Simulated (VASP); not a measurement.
A run of VASP 6.6.1 is set up as follows.

Contents of INCAR:

```
SYSTEM = GaAs
ALGO = Normal
EDIFF = 1E-7
ENCUT = 520
GGA = PE
ISIF = 2
ISMEAR = -1
LASPH = .True.
LCHARG = .False.
LREAL = .False.
LWAVE = .False.
NBANDS = 16
NELM = 100
PREC = Accurate
SIGMA = 0.05
```

Contents of KPOINTS:

```
k-points
0
Gamma
  9 9 9
  0 0 0
```

POSCAR

```
GaAs
1.0
    0.0000000000      2.7487640118      2.7487640118
    2.7487640118      0.0000000000      2.7487640118
    2.7487640118      2.7487640118      0.0000000000
Ga As
1 1
Direct
    0.0000000000      0.0000000000      0.0000000000
    0.5000000000      0.5000000000      0.5000000000
```

Potentials or basis: VASP PAW PBE potentials, release 64 (Ga_d, As).

Command:

```console
$ cat potpaw_PBE.64/Ga_d/POTCAR potpaw_PBE.64/As/POTCAR > POTCAR
$ mpirun -np 1 vasp_std > vasp.out
```

Problem. Predict the band gap on the k mesh.

Solution. Zero (band 9 reaches 5.17 eV, above the bottom of band 10 at 2.37 eV).

Problem. Estimate the pressure.

Solution. -3.4 GPa.
